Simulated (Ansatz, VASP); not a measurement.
**Two plane-wave programs on HfB**

```
Hf B
1.0
     0.00000    1.94833    1.94833
     1.94833    0.00000    1.94833
     1.94833    1.94833    0.00000
Hf B
1 1
Direct
  0.50000 0.50000 0.50000
  0.00000 0.00000 0.00000
```

Change from the starting cell: volume scaled by 0.6, PAW files.

Alike in both runs: task electric field gradients; functional PBE; k mesh 13 × 13 × 13; occupations fermi-dirac, width 0.05 eV; no spin polarisation.

|  | VASP | Ansatz |
| --- | --- | --- |
| version | VASP 6.6.1 | Ansatz 0.2.0 |
| potentials or method | VASP PAW PBE potentials, release 64 (Hf_pv, B) | PAW with Ansatz's default frozen-core files, scalar-relativistic |
| plane-wave cutoff (eV) | 520 | 420 |
| valence electrons in the cell | 13 | 29 |

```tsv
	VASP	Ansatz	Ansatz less VASP
pressure (GPa)	350.4	343.4	-6.93
```

Both programs put the cell under a high pressure, so it lies far from rest at this level. With one functional, cell and mesh, what is left measures potentials, basis and numerics. VASP's potentials hold 13 valence electrons a cell and Ansatz's 29, so a difference there can come from the potentials and not from the codes.

Neither program's run includes spin-orbit coupling. Noted on VASP's run: the cell as given lies far from equilibrium.
